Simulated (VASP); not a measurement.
A run of VASP 6.6.1 is set up as follows.

INCAR

```
PREC = Accurate
ENCUT = 520
EDIFF = 1E-6
ISMEAR = 0
SIGMA = 0.2
LREAL = F
LASPH = T
NELM = 80
ALGO = Fast
ISIF = 2
LWAVE = F
LCHARG = F
GGA = PE
NBANDS = 77
```

The input KPOINTS:

```
Automatic mesh
0
Gamma
  6 6 4
```

The input POSCAR:

```
Ti2W3
1.0
   -2.2511217787     -3.9010284061      0.0004847151
    2.2524126323      1.2990909385      4.5887123855
   -6.7629657140      3.9065611289      0.0001406665
Ti W
4 6
Direct
    0.1957521618      0.3913640080      0.3986403890
    0.6957269243      0.3913705535      0.8986139355
    0.3042404530      0.6086376167      0.1013803759
    0.8042678840      0.6086237418      0.6013659419
    0.6044689994      0.2089234665      0.2014967853
    0.1044711979      0.2089050226      0.7015051086
    0.8955435026      0.7910850636      0.2984978315
    0.3955281219      0.7910892421      0.7984994500
   -0.0000280923      0.0000019468      0.0000003145
    0.5000288474      0.9999993385      0.4999998676
```

Potentials or basis: VASP PAW PBE potentials, release 64 (Ti_sv, W_sv).

Run with:

```bash
$ cat potpaw_PBE.64/Ti_sv/POTCAR potpaw_PBE.64/W_sv/POTCAR > POTCAR
$ mpirun -np 1 vasp_std > vasp.out
```

Estimate the largest force.

0.030 eV/Å.

What does it give for the band gap on the k mesh?

Zero (bands 66 and 67 overlap by 0.58 eV).

Estimate the pressure.

0.0 GPa.

Stress tensor (GPa, compression positive):
```
 0.04 -0.04 -0.02
-0.04 -0.09  0.03
-0.02  0.03  0.19
```

Caveat: spin-orbit coupling is left out, which moves the levels of the heavy elements.
